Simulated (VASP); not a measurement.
# Si (Fd-3m) in VASP: further runs

Runs on Si. Level: PBE. Tasks: single point.

Program: VASP 6.6.1. These are calculated values, not measurements. Logs are shortened: lines on timing, memory, paths and dates and some standing lists are left out, and cuts for length are marked.

## 1. The cell of the first run

The structure is cubic, space group Fd-3m (No. 227). The conventional cell has a = 5.144 Å, b = 5.144 Å, c = 5.144 Å, α = 90.00°, β = 90.00°, γ = 90.00°. Si (site symmetry -43m) has 4 Si at 2.23 Å within 2.9 Å.

## 2. Single point, PBE (17.01 Å³/atom)

INCAR

```
PREC     = Accurate       # precision mode
ENCUT    = 500            # plane-wave cutoff, eV
EDIFF    = 1E-6           # SCF threshold, eV
ISMEAR   = 0              # smearing method
SIGMA    = 0.01           # smearing width, eV
LREAL    = F              # projectors in reciprocal space
LASPH    = T              # aspherical terms in the spheres
NELM     = 120            # most SCF steps
ALGO     = Normal         # electronic algorithm
ISIF     = 2              # what is computed and relaxed
LWAVE    = F              # write WAVECAR
LCHARG   = T              # write CHGCAR
GGA      = PE             # functional
LELF     = T              # ELF
LVHAR    = T            
NBANDS   = 11             # bands
GGA_COMPAT= F
```

KPOINTS

```
Automatic mesh
0
Gamma
  12 12 12
```

POSCAR

```
Si
1.0
    0.0000000000      2.5718332640      2.5718332640
    2.5718332640      0.0000000000      2.5718332640
    2.5718332640      2.5718332640      0.0000000000
Si
2
Direct
    0.0000000000      0.0000000000      0.0000000000
    0.2500000000      0.2500000000      0.2500000000
```

Potentials or basis: VASP PAW PBE potentials, release 64 (Si).

Launch:

```console
$ cat potpaw_PBE.64/Si/POTCAR > POTCAR
$ mpirun -np 1 vasp_std > vasp.out
```

OUTCAR:

```text
PREC = Accurate
   ENCUT = 500
   EDIFF = 1E-6
   ISMEAR = 0
   LREAL = F
   LASPH = T
   NELM = 120
   ISIF = 2
   GGA = PE

 ion  position               nearest neighbor table
   1  0.000  0.000  0.000-   2 2.23   2 2.23   2 2.23   2 2.23
   2  0.250  0.250  0.250-   1 2.23   1 2.23   1 2.23   1 2.23

  LATTYP: Found a face centered cubic cell.
 ALAT       =     5.1436665280

  Lattice vectors:

 A1 = (   0.0000000000,   2.5718332640,   2.5718332640)
 A2 = (   2.5718332640,   0.0000000000,   2.5718332640)
 A3 = (   2.5718332640,   2.5718332640,   0.0000000000)

Analysis of symmetry for initial positions (statically):
=====================================================================
 Subroutine PRICEL returns:
 Original cell was already a primitive cell.

 Routine SETGRP: Setting up the symmetry group for a
 face centered cubic supercell.

 Subroutine GETGRP returns: Found 48 space group operations
 (whereof 24 operations were pure point group operations)
 out of a pool of 48 trial point group operations.

The static configuration has the point symmetry T_d .
 The point group associated with its full space group is O_h .

Analysis of symmetry for dynamics (positions and initial velocities):
=====================================================================
 Subroutine PRICEL returns:
 Original cell was already a primitive cell.

 Routine SETGRP: Setting up the symmetry group for a
 face centered cubic supercell.

 Subroutine GETGRP returns: Found 48 space group operations
 (whereof 24 operations were pure point group operations)
 out of a pool of 48 trial point group operations.

The dynamic configuration has the point symmetry T_d .
 The point group associated with its full space group is O_h .

 Subroutine INISYM returns: Found 48 space group operations
 (whereof 24 operations are pure point group operations),
 and found     1 'primitive' translations

----------------------------------------------------------------------------------------

                                     Primitive cell

  volume of cell :      34.0219

  direct lattice vectors                    reciprocal lattice vectors
     0.000000000  2.571833264  2.571833264    -0.194413848  0.194413848  0.194413848
     2.571833264  0.000000000  2.571833264     0.194413848 -0.194413848  0.194413848
     2.571833264  2.571833264  0.000000000     0.194413848  0.194413848 -0.194413848

  length of vectors
     3.637121482  3.637121482  3.637121482     0.336734662  0.336734662  0.336734662

  position of ions in fractional coordinates (direct lattice)
     0.000000000  0.000000000  0.000000000
     0.250000000  0.250000000  0.250000000

  ion indices of the primitive-cell ions
   primitive index   ion index
                 1           1
                 2           2

----------------------------------------------------------------------------------------

 KPOINTS: Automatic mesh

Automatic generation of k-mesh.
 Grid dimensions read from file:
 generate k-points for:   12   12   12

 Generating k-lattice:

  Cartesian coordinates                     Fractional coordinates (reciprocal lattice)
    -0.016201154  0.016201154  0.016201154     0.083333333  0.000000000  0.000000000
     0.016201154 -0.016201154  0.016201154     0.000000000  0.083333333  0.000000000
     0.016201154  0.016201154 -0.016201154     0.000000000  0.000000000  0.083333333

  Length of vectors
     0.028061222  0.028061222  0.028061222

  Shift w.r.t. Gamma in fractional coordinates (k-lattice)
     0.000000000  0.000000000  0.000000000

 Subroutine IBZKPT returns following result:
 ===========================================

 Found     72 irreducible k-points:

 Following reciprocal coordinates:
            Coordinates               Weight
  0.000000  0.000000  0.000000      1.000000
  0.083333  0.000000  0.000000      8.000000
  0.166667  0.000000  0.000000      8.000000
  0.250000  0.000000  0.000000      8.000000
  0.333333  0.000000  0.000000      8.000000
  0.416667  0.000000  0.000000      8.000000
[... 16 lines left out ...]
  0.500000  0.166667  0.000000     24.000000
 -0.416667  0.166667  0.000000     24.000000
 [... further k-points ...]
   k-points           NKPTS =     72   k-points in BZ     NKDIM =     72   number of bands    NBANDS=     11
   number of dos      NEDOS =    301   number of ions     NIONS =      2
   total plane-waves  NPLWV =  21952
   dimension x,y,z NGX =    28 NGY =   28 NGZ =   28
   dimension x,y,z NGXF=    56 NGYF=   56 NGZF=   56
   ions per type =               2
   NGX,Y,Z   is equivalent  to a cutoff of  12.80, 12.80, 12.80 a.u.
   NGXF,Y,Z  is equivalent  to a cutoff of  25.60, 25.60, 25.60 a.u.
 SYSTEM =  unknown system
   PREC   = accura    normal or accurate (medium, high low for compatibility)
   ISTART =      0    job   : 0-new  1-cont  2-samecut
   ICHARG =      2    charge: 1-file 2-atom 10-const
   ISPIN  =      1    spin polarized calculation?
[... 57 lines left out ...]
 fundamental gap:      0.2337277476
 Fermi energy:         7.6784819473

 k-point     1 :       0.0000    0.0000    0.0000
  band No.  band energies     occupation
      1      -5.5589      2.00000
      2       7.6023      2.00000
      3       7.6023      2.00000
      4       7.6023      2.00000
      5      10.2167      0.00000
      6      10.2167      0.00000
      7      10.2167      0.00000
      8      12.9529      0.00000
      9      15.3816      0.00000
     10      15.3816      0.00000
     11      16.2531      0.00000

 k-point     2 :       0.0833    0.0000    0.0000
  band No.  band energies     occupation
      1      -5.4545      2.00000
      2       6.7058      2.00000
      3       7.4319      2.00000
      4       7.4319      2.00000
      5      10.4347      0.00000
      6      10.4673      0.00000
      7      10.4673      0.00000
      8      13.4460      0.00000
      9      15.0732      0.00000
     10      15.0732      0.00000
     11      16.6860      0.00000

 k-point     3 :       0.1667    0.0000    0.0000
  band No.  band energies     occupation
      1      -5.1439      2.00000
      2       5.0458      2.00000
      3       7.0800      2.00000
      4       7.0800      2.00000
      5      10.4002      0.00000
      6      10.9581      0.00000
      7      10.9581      0.00000
      8      14.6612      0.00000
      9      14.6612      0.00000
     10      14.6614      0.00000
     11      17.4106      0.00000

 k-point     4 :       0.2500    0.0000    0.0000
  band No.  band energies     occupation
      1      -4.6370      2.00000
      2       3.3191      2.00000
      3       6.7359      2.00000
      4       6.7359      2.00000
      5      10.1602      0.00000
      6      11.2123      0.00000
      7      11.2123      0.00000
      8      14.8469      0.00000
      9      14.8469      0.00000
     10      15.8374      0.00000
     11      17.3152      0.00000

 k-point     5 :       0.3333    0.0000    0.0000
  band No.  band energies     occupation
      1      -3.9616      2.00000
      2       1.7219      2.00000
      3       6.4743      2.00000
      4       6.4743      2.00000
      5       9.9267      0.00000
      6      11.0974      0.00000
      7      11.0974      0.00000
      8      15.8230      0.00000
      9      15.8230      0.00000
     10      15.9214      0.00000
     11      18.1994      0.00000
[... 211 lines left out ...]
 k-point    21 :       0.3333    0.1667    0.0000
  band No.  band energies     occupation
      1      -4.0615      2.00000
      2       2.8651      2.00000
      3       5.3814      2.00000
      4       5.5666      2.00000
      5       9.4975      0.00000
      6      11.7424      0.00000
      7      12.6376      0.00000
      8      12.9839      0.00000
      9      16.9957      0.00000
     10      18.1965      0.00000
     11      18.8826      0.00000

 k-point    22 :       0.4167    0.1667    0.0000
  band No.  band energies     occupation
      1      -3.3459      2.00000
      2       1.4238      2.00000
      3       4.8881      2.00000
      4       5.4817      2.00000
      5       9.5194      0.00000
      6      12.2387      0.00000
      7      12.6795      0.00000
      8      13.0320      0.00000
      9      18.0224      0.00000
     10      18.2835      0.00000
     11      20.1521      0.00000

 k-point    23 :       0.5000    0.1667    0.0000
  band No.  band energies     occupation
      1      -2.6290      2.00000
      2       0.3022      2.00000
      3       4.4887      2.00000
      4       5.5550      2.00000
      5       9.5681      0.00000
      6      12.1588      0.00000
      7      12.3215      0.00000
      8      14.5061      0.00000
      9      17.5821      0.00000
     10      18.6006      0.00000
     11      20.3946      0.00000

 k-point    24 :      -0.4167    0.1667    0.0000
  band No.  band energies     occupation
      1      -2.4784      2.00000
      2       0.0985      2.00000
      3       4.2265      2.00000
      4       5.7774      2.00000
      5       9.7792      0.00000
      6      12.0576      0.00000
      7      12.0873      0.00000
      8      16.2253      0.00000
      9      16.7799      0.00000
     10      16.8907      0.00000
     11      19.6370      0.00000

 [... further k-points ...]
[... 5 lines left out ...]
  --------------------------------------------------------------------------------------
  -------------------------------------------------------------------------------------
  Total        5.1003877      5.1003877      5.1003877     -0.0000000     -0.0000000     -0.0000000
  in kB      240.1902353    240.1902353    240.1902353     -0.0000000     -0.0000000     -0.0000000
  external PRESSURE =     240.1902353 kB  Pullay stress =       0.0000000 kB

 VOLUME and BASIS-vectors are now :
 -----------------------------------------------------------------------------
  energy-cutoff  :      500.00
  volume of cell :       34.02
      direct lattice vectors                 reciprocal lattice vectors
     0.000000000  2.571833264  2.571833264    -0.194413848  0.194413848  0.194413848
     2.571833264  0.000000000  2.571833264     0.194413848 -0.194413848  0.194413848
     2.571833264  2.571833264  0.000000000     0.194413848  0.194413848 -0.194413848

 POSITION                                       TOTAL-FORCE (eV/Angst)
 -----------------------------------------------------------------------------------
      0.00000      0.00000      0.00000        -0.000000     -0.000000      0.000000
      1.28592      1.28592      1.28592         0.000000      0.000000     -0.000000
 -----------------------------------------------------------------------------------
    total drift:                                0.000000      0.000000     -0.000000

  FREE ENERGIE OF THE ION-ELECTRON SYSTEM (eV)
  ---------------------------------------------------
  free  energy   TOTEN  =       -10.4098897900 eV

  energy  without entropy=      -10.4098897900  energy(sigma->0) =      -10.40988979
```

Wall time 16 s (1 thread of Intel Xeon Platinum 8488C (Sapphire Rapids), shared host); peak memory 0.15 GiB.

Results:

```
Free energy            : -10.4099 eV
Pressure               : 24.0 GPa
Band gap on the k mesh : 0.23 eV (least direct gap 2.61 eV)
```

Caveat: the cell stands under pressure.

## 3. Single point, PBE (17.61 Å³/atom)

This run uses another cell than the first one, of 17.61 Å³/atom.

INCAR

```
  PREC = Accurate
  ENCUT = 500
  EDIFF = 1E-6
  ISMEAR = 0
  SIGMA = 0.01
  LREAL = False
  LASPH = True
  NELM = 120
  ALGO = Normal
  ISIF = 2
  LWAVE = False
  LCHARG = True
  GGA = PE
  LELF = True
  LVHAR = True
  NBANDS = 11
  GGA_COMPAT = False
```

KPOINTS

```
regular mesh
0
Gamma
  12 12 12
```

POSCAR

```
Si
1.0
    0.0000000000      2.6017409824      2.6017409824
    2.6017409824      0.0000000000      2.6017409824
    2.6017409824      2.6017409824      0.0000000000
Si
2
Direct
    0.0000000000      0.0000000000      0.0000000000
    0.2500000000      0.2500000000      0.2500000000
```

Potentials or basis: VASP PAW PBE potentials, release 64 (Si).

Launch:

```console
$ cat potpaw_PBE.64/Si/POTCAR > POTCAR
$ mpirun -np 1 vasp_std > vasp.out
```

Run time: 17 s. Hardware: 1 thread of Intel Xeon Platinum 8488C (Sapphire Rapids), shared host; peak memory 0.15 GiB.

It converged, with:

```yaml
Free_energy: -10.5674 eV
Pressure: 18.2 GPa
Band_gap_on_the_k_mesh: 0.31 eV (least direct gap 2.61 eV)
```

Levels at points of the mesh, in eV from the valence-band top:
```tsv
k point	band 1	band 2	band 3	band 4	band 5	band 6	band 7	band 8
(0.00, 0.00, 0.00)	-12.89	0.00	0.00	0.00	2.61	2.61	2.61	4.92
(0.50, 0.00, 0.00)	-10.21	-7.62	-1.31	-1.31	2.00	3.25	3.25	7.87
(0.50, 0.50, 0.00)	-8.26	-8.26	-3.20	-3.20	0.42	0.42	11.25	11.25
```

Caveat: the cell stands under pressure. A k mesh can miss the band edges.

## 4. Single point, PBE (18.21 Å³/atom)

This run uses another cell than the first one, of 18.21 Å³/atom.

INCAR

```
ALGO = Normal
EDIFF = 1E-6
ENCUT = 500
GGA = PE
GGA_COMPAT = F
ISIF = 2
ISMEAR = 0
LASPH = T
LCHARG = T
LELF = T
LREAL = F
LVHAR = T
LWAVE = F
NBANDS = 11
NELM = 120
PREC = Accurate
SIGMA = 0.01
```

KPOINTS

```
k-points
0
Gamma
  12 12 12
```

POSCAR

```
Si
1.0
    0.0000000000      2.6309764742      2.6309764742
    2.6309764742      0.0000000000      2.6309764742
    2.6309764742      2.6309764742      0.0000000000
Si
2
Direct
    0.0000000000      0.0000000000      0.0000000000
    0.2500000000      0.2500000000      0.2500000000
```

Launch:

```console
$ cat potpaw_PBE.64/Si/POTCAR > POTCAR
$ mpirun -np 1 vasp_std > vasp.out
```

Run time: 16 s. Hardware: 1 thread of Intel Xeon Platinum 8488C (Sapphire Rapids), shared host; peak memory 0.16 GiB.

It converged, with:

| Quantity | Value |
| --- | --- |
| Free energy | -10.6842 eV |
| Pressure | 13.1 GPa |
| Band gap on the k mesh | 0.39 eV (least direct gap 2.60 eV) |

Levels at points of the mesh, in eV from the valence-band top:
```tsv
k point	band 1	band 2	band 3	band 4	band 5	band 6	band 7	band 8
(0.00, 0.00, 0.00)	-12.64	0.00	0.00	0.00	2.60	2.60	2.60	4.50
(0.50, 0.00, 0.00)	-10.05	-7.44	-1.28	-1.28	1.88	3.28	3.28	7.84
(0.50, 0.50, 0.00)	-8.14	-8.14	-3.11	-3.11	0.50	0.50	10.95	10.95
```

Caveat: the cell stands under pressure. A k mesh can miss the band edges.

## 5. Single point, PBE (18.81 Å³/atom)

This run uses another cell than the first one, of 18.81 Å³/atom.

INCAR

```
PREC = Accurate ; ENCUT = 500
EDIFF = 1E-6 ; ISMEAR = 0
SIGMA = 0.01 ; LREAL = False
LASPH = True ; NELM = 120
ALGO = Normal ; ISIF = 2
LWAVE = False ; LCHARG = False
GGA = PE ; NBANDS = 11
GGA_COMPAT = False
```

KPOINTS

```
Automatic mesh
0
Gamma
  12 12 12
```

POSCAR

```
Si
1.0
    0.0000000000      2.6595762852      2.6595762852
    2.6595762852      0.0000000000      2.6595762852
    2.6595762852      2.6595762852      0.0000000000
Si
2
Direct
    0.0000000000      0.0000000000      0.0000000000
    0.2500000000      0.2500000000      0.2500000000
```

Launch:

```console
$ cat potpaw_PBE.64/Si/POTCAR > POTCAR
$ mpirun -np 1 vasp_std > vasp.out
```

Run time: 14 s. Hardware: 1 thread of Intel Xeon Platinum 8488C (Sapphire Rapids), shared host; peak memory 0.16 GiB.

It converged, with:

| Item | Value |
| --- | --- |
| Free energy | -10.7661 eV |
| Pressure | 8.8 GPa |
| Band gap on the k mesh | 0.45 eV (least direct gap 2.59 eV) |

Levels at points of the mesh, in eV from the valence-band top:
| k point | band 1 | band 2 | band 3 | band 4 | band 5 | band 6 | band 7 | band 8 |
| --- | --- | --- | --- | --- | --- | --- | --- | --- |
| (0.00, 0.00, 0.00) | -12.40 | 0.00 | 0.00 | 0.00 | 2.59 | 2.59 | 2.59 | 4.11 |
| (0.50, 0.00, 0.00) | -9.90 | -7.27 | -1.25 | -1.25 | 1.76 | 3.31 | 3.31 | 7.80 |
| (0.50, 0.50, 0.00) | -8.02 | -8.02 | -3.02 | -3.02 | 0.58 | 0.58 | 10.66 | 10.66 |

Caveat: the cell stands under pressure. A k mesh can miss the band edges.

## 6. Single point, PBE (19.41 Å³/atom)

This run uses another cell than the first one, of 19.41 Å³/atom.

INCAR

```
SYSTEM = Si
PREC = Accurate
ENCUT = 500
EDIFF = 1E-6
ISMEAR = 0
SIGMA = 0.01
LREAL = .FALSE.
LASPH = .TRUE.
NELM = 120
ALGO = Normal
ISIF = 2
LWAVE = .FALSE.
LCHARG = .TRUE.
GGA = PE
LELF = .TRUE.
LVHAR = .TRUE.
NBANDS = 11
GGA_COMPAT = .FALSE.
```

KPOINTS

```
Automatic mesh
0
G
  12 12 12
  0 0 0
```

POSCAR

```
Si
1.0
    0.0000000000      2.6875738825      2.6875738825
    2.6875738825      0.0000000000      2.6875738825
    2.6875738825      2.6875738825      0.0000000000
Si
2
Direct
    0.0000000000      0.0000000000      0.0000000000
    0.2500000000      0.2500000000      0.2500000000
```

Potentials or basis: VASP PAW PBE potentials, release 64 (Si).

Launch:

```console
$ cat potpaw_PBE.64/Si/POTCAR > POTCAR
$ mpirun -np 1 vasp_std > vasp.out
```

Run time: 16 s. Hardware: 1 thread of Intel Xeon Platinum 8488C (Sapphire Rapids), shared host; peak memory 0.16 GiB.

It converged, with:

```yaml
Free_energy: -10.8181 eV
Pressure: 5.1 GPa
Band_gap_on_the_k_mesh: 0.52 eV (least direct gap 2.58 eV)
```

Levels at points of the mesh, in eV from the valence-band top:
| k point | band 1 | band 2 | band 3 | band 4 | band 5 | band 6 | band 7 | band 8 | band 9 |
| --- | --- | --- | --- | --- | --- | --- | --- | --- | --- |
| (0.00, 0.00, 0.00) | -12.17 | 0.00 | 0.00 | 0.00 | 2.58 | 2.58 | 2.58 | 3.73 | 7.74 |
| (0.50, 0.00, 0.00) | -9.76 | -7.11 | -1.22 | -1.22 | 1.65 | 3.32 | 3.32 | 7.77 | 10.63 |
| (0.50, 0.50, 0.00) | -7.91 | -7.91 | -2.93 | -2.93 | 0.65 | 0.65 | 10.38 | 10.38 | 11.07 |

Caveat: the cell stands under pressure. A k mesh can miss the band edges.

## 7. Overview

| cell | gap on the mesh (eV) | pressure (GPa) |
| --- | --- | --- |
| a = 3.637 Å, angles 60.0°, 2 atoms | 0.23 | 24.0 |
| a = 3.679 Å, angles 60.0°, 2 atoms | 0.31 | 18.2 |
| a = 3.721 Å, angles 60.0°, 2 atoms | 0.39 | 13.1 |
| a = 3.761 Å, angles 60.0°, 2 atoms | 0.45 | 8.8 |
| a = 3.801 Å, angles 60.0°, 2 atoms | 0.52 | 5.1 |

Alike in all rows: task single point; level PBE; potentials or basis VASP PAW PBE potentials, release 64 (Si); no spin polarisation; k mesh 12 × 12 × 12; cutoff (eV) 500; smearing gaussian 0.01 eV.

Caveats: the cell stands under pressure.

Total energies depend on the potentials used, so only differences within one code and one set of settings carry meaning.
